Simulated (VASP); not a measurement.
A run of VASP 6.6.1 is set up as follows.

INCAR

```
PREC = Accurate
ENCUT = 520
EDIFF = 1E-6
ISMEAR = 0
SIGMA = 0.05
LREAL = Auto
LASPH = T
NELM = 150
ALGO = Normal
ISIF = 2
LWAVE = F
LCHARG = T
ISPIN = 2
MAGMOM = 0 0 0 0 4 4 -4 -4 0 0 0 0 0 0 0 0 0 0
LORBIT = 11
LMAXMIX = 6
LDAU = T
LDAUTYPE = 2
LDAUL = -1 2 -1 -1
LDAUU = 0 4 0 0
LDAUJ = 0 0 0 0
LDAUPRINT = 1
GGA = PE
LVHAR = T
NBANDS = 87
KPAR = 4
```

The input KPOINTS:

```
Automatic mesh
0
Gamma
  4 4 2
```

File POSCAR:

```
La2Fe2S2O3
1.0
    2.0473715523      2.0473715523     -9.0488405705
    2.0473715523     -2.0473715523     -9.0488405705
   -8.1894862092      0.0000000000      0.0000000000
La Fe S O
4 4 4 6
Direct
   -0.1825158412     -0.1825158412     -0.0912579206
   -0.8174841588     -0.8174841588     -0.4087420794
   -0.1825158412     -0.1825158412      0.4087420794
   -0.8174841588     -0.8174841588      0.0912579206
    0.5000000000     -0.5000000000      0.0000000000
    0.0000000000      0.0000000000     -0.2500000000
    0.5000000000     -0.5000000000      0.5000000000
    0.0000000000      0.0000000000      0.2500000000
   -0.4055041953     -0.4055041953     -0.2027520976
   -0.5944958047     -0.5944958047     -0.2972479023
   -0.4055041953     -0.4055041953      0.2972479024
   -0.5944958047     -0.5944958047      0.2027520977
    0.2500000000     -0.7500000000     -0.1250000000
   -0.2500000000     -0.2500000000     -0.3750000000
    0.0000000000      0.0000000000      0.0000000000
    0.2500000000     -0.7500000000      0.3750000000
   -0.2500000000     -0.2500000000      0.1250000000
    0.0000000000      0.0000000000      0.5000000000
```

Potentials or basis: VASP PAW PBE potentials, release 64 (La, Fe, S, O).

Run with:

```console
$ cat potpaw_PBE.64/La/POTCAR potpaw_PBE.64/Fe/POTCAR potpaw_PBE.64/S/POTCAR potpaw_PBE.64/O/POTCAR > POTCAR
$ mpirun -np 4 vasp_std > vasp.out
```

(1) Predict the pressure.

(2) What does it give for the largest force?

(3) Estimate the site moments.

## Answers

(1) -1.2 GPa.

(2) 0.244 eV/Å.

(3) La -0.01, +0.01 (each value once); Fe +3.67, +3.63, -3.67, -3.63; S +0.04, -0.04 (each value once); O -0.00, +0.00, +0.08, -0.08 (each value once) μB.
